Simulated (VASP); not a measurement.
A run of VASP 6.6.1:

Contents of INCAR:

```
SYSTEM = As
PREC = Accurate ; ENCUT = 510
EDIFF = 1E-6 ; ISMEAR = 0
SIGMA = 0.1 ; LREAL = .FALSE.
LASPH = .TRUE. ; NELM = 120
ALGO = Normal ; ISIF = 2
LWAVE = .FALSE. ; LCHARG = .TRUE.
GGA = PE ; LELF = .TRUE.
LVHAR = .TRUE. ; NBANDS = 22
GGA_COMPAT = .FALSE.
```

Contents of KPOINTS:

```
Automatic mesh
0
G
  18 18 12
  0 0 0
```

The input POSCAR:

```
As
1.0
    3.6116436832      0.0000000000      0.0000000000
   -1.8058218416      3.1277751791      0.0000000000
    0.0000000000      0.0000000000      5.4072870922
As
2
Direct
    0.3333333333      0.6666666667      0.8715187665
    0.6666666667      0.3333333333      0.1284812335
```

Potentials or basis: VASP PAW PBE potentials, release 64 (As_d).

Command:

```console
$ cat potpaw_PBE.64/As_d/POTCAR > POTCAR
$ mpirun -np 1 vasp_std > vasp.out
```

Hardware: 1 thread of Intel(R) Xeon(R) Platinum 8259CL CPU @ 2.50GHz (Skylake/Cascade Lake), with other jobs on the host.

**Question.** Estimate the wall time of this run.

**Answer.** Wall time 5.6 min on 1 thread of Intel(R) Xeon(R) Platinum 8259CL CPU @ 2.50GHz (Skylake/Cascade Lake) (shared host), peak memory 0.48 GiB. Counts: scf iterations 11, k points 394.
